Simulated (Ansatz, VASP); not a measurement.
## InAs in VASP and in Ansatz

```
In As
1.0
     0.00000    2.64712    2.64712
     2.64712    0.00000    2.64712
     2.64712    2.64712    0.00000
In As
1 1
Direct
  0.50000 0.50000 0.50000
  0.00000 0.00000 0.00000
```

Change from the starting cell: strain -0.080 along x and y, -0.080 along z, atoms carried along.

Alike in both runs: task single point; functional LDA; k mesh 14 × 14 × 14; occupations gaussian, width 0.15 eV; no spin polarisation.

```csv
,VASP,Ansatz
version,VASP 6.6.1,Ansatz 0.2.0
potentials or method,"VASP PAW LDA potentials, release 64 (In_d, As), cutoff 520 eV","scalar-relativistic, plane waves, PAW"
valence electrons in the cell,18,28
```

|  | VASP | Ansatz | Ansatz less VASP |
| --- | --- | --- | --- |
| gap on the k mesh at the Fermi level (eV) | none | none | - |
| pressure (GPa) | 20.0 | 19.4 | -0.59 |

LDA's correlation is that of Perdew and Zunger in VASP and of Perdew and Wang (1992) in Ansatz. A gap of «none» marks a metal or a gap that the smearing closes. VASP's potentials hold 18 valence electrons a cell and Ansatz's 28, so a difference there can come from the potentials and not from the codes.
